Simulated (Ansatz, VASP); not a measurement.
This is a calculation of PbSe for Ansatz 0.2.0.

Contents of input.yaml:

```yaml
crystal:
  lattice:
    - [0.0, 3.1206779849, 3.1206779849]
    - [3.1206779849, 0.0, 3.1206779849]
    - [3.1206779849, 3.1206779849, 0.0]
  atoms:
    - { symbol: Pb, position: [0.0, 0.0, 0.0] }
    - { symbol: Se, position: [0.5, 0.5, 0.5] }
hamiltonian:
  xc: pbe
  pseudopotentials: { kind: paw_fr }
magnetization:
  noncollinear: true
  spin_orbit: true
kpoints:
  mp_grid: { grid: [8, 8, 8] }
scf:
  occupations: { method: fermi_dirac, width: 0.05 }
output:
  forces: true
  stress: true
  eigenvalues: true
```

Potentials or basis: Ansatz PAW.

Command:

```console
$ ansatz run input.yaml --threads 2 --pin off --max-ram 5120MiB --backend cpu --events-out ev --progress --plain --runs-dir out
```

Task: Translate it to VASP 6.6.1. Potentials there: VASP PAW PBE potentials, release 64 (Pb_d, Se).

Result: As run (the cutoff follows the program's own potentials):

INCAR

```
PREC = Accurate ; ENCUT = 520
EDIFF = 1E-6 ; ISMEAR = -1
SIGMA = 0.05 ; LREAL = F
LASPH = T ; NELM = 150
ALGO = Normal ; ISIF = 2
LWAVE = F ; LCHARG = F
MAGMOM = 0 0 0 0 0 0 ; LORBIT = 11
LSORBIT = T ; GGA_COMPAT = F
LORBMOM = T ; GGA = PE
NBANDS = 32
```

The input KPOINTS:

```
regular mesh
0
Gamma
  8 8 8
```

The input POSCAR:

```
PbSe
1.0
    0.0000000000      3.1206779849      3.1206779849
    3.1206779849      0.0000000000      3.1206779849
    3.1206779849      3.1206779849      0.0000000000
Pb Se
1 1
Direct
    0.0000000000      0.0000000000      0.0000000000
    0.5000000000      0.5000000000      0.5000000000
```

Potentials or basis: VASP PAW PBE potentials, release 64 (Pb_d, Se).

Run with:

```sh
$ cat potpaw_PBE.64/Pb_d/POTCAR potpaw_PBE.64/Se/POTCAR > POTCAR
$ mpirun -np 1 vasp_ncl > vasp.out
```

Both were run:

|  | VASP | Ansatz | Ansatz less VASP |
| --- | --- | --- | --- |
| pressure (GPa) | -0.7 | -0.8 | -0.09 |

VASP's potentials hold 20 valence electrons a cell and Ansatz's 30, so a difference there can come from the potentials and not from the codes.
